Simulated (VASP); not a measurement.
Set up this calculation in VASP 6.6.1, as the native input.

```yaml
Task: single point
Functional: PBE
Potentials_or_basis: VASP PAW PBE potentials, release 64 (La, Ge_d, Fe_sv)
Cutoff: 600 eV
k_mesh: 6 × 6 × 5
Occupations: fermi-dirac, width 0.05 eV
Spin: collinear spin, ferromagnetic start
Starting_moments: "[0.0, 0.0, 6.0] μB"
Fixed_moment: 6 μB
Dipole_correction: no
Further_INCAR_settings: ALGO = Normal; EDIFF = 1e-06; NBANDS = 32
```

The structure of LaFeGe lies in POSCAR:

```
LaFeGe
1.0
    4.2318077991      0.0000000000      0.0000000000
   -2.1159038996      3.6648530580      0.0000000000
    0.0000000000      0.0000000000      4.2857840000
La Ge Fe
1 1 1
Direct
    0.0000000000      0.0000000000      0.0000000000
    0.6666666667      0.3333333333      0.5000000000
    0.3333333333      0.6666666667      0.5000000000
```

The input as run:

INCAR

```
ALGO = Normal
EDIFF = 1E-6
ENCUT = 600
GGA = PE
GGA_COMPAT = False
ISIF = 2
ISMEAR = -1
ISPIN = 2
LASPH = True
LCHARG = False
LMAXMIX = 6
LORBIT = 11
LREAL = False
LWAVE = False
MAGMOM = 0 0 6
NBANDS = 32
NELM = 200
NUPDOWN = 6.0
PREC = Accurate
SIGMA = 0.05
```

KPOINTS

```
k-points
0
Gamma
  6 6 5
```

Potentials or basis: VASP PAW PBE potentials, release 64 (La, Ge_d, Fe_sv).

Command:

```bash
$ cat potpaw_PBE.64/La/POTCAR potpaw_PBE.64/Ge_d/POTCAR potpaw_PBE.64/Fe_sv/POTCAR > POTCAR
$ mpirun -np 1 vasp_std > vasp.out
```

It gave:

```yaml
Pressure: 7.2 GPa
Net_moment: 6.00 μB per cell
Site_moments: La +0.71; Ge +0.24; Fe +3.21 μB
Valence_electrons_inside_the_program's_atomic_spheres: La 8.64; Ge 12.47; Fe 13.62
```

Caveat: the cell stands under pressure; the total moment is fixed, so each spin has its own Fermi level and the state may be an excited one.

Run time: 2.7 min on 1 thread of Intel(R) Xeon(R) Platinum 8488C (Sapphire Rapids), with other jobs on the host, peak memory 0.31 GiB.
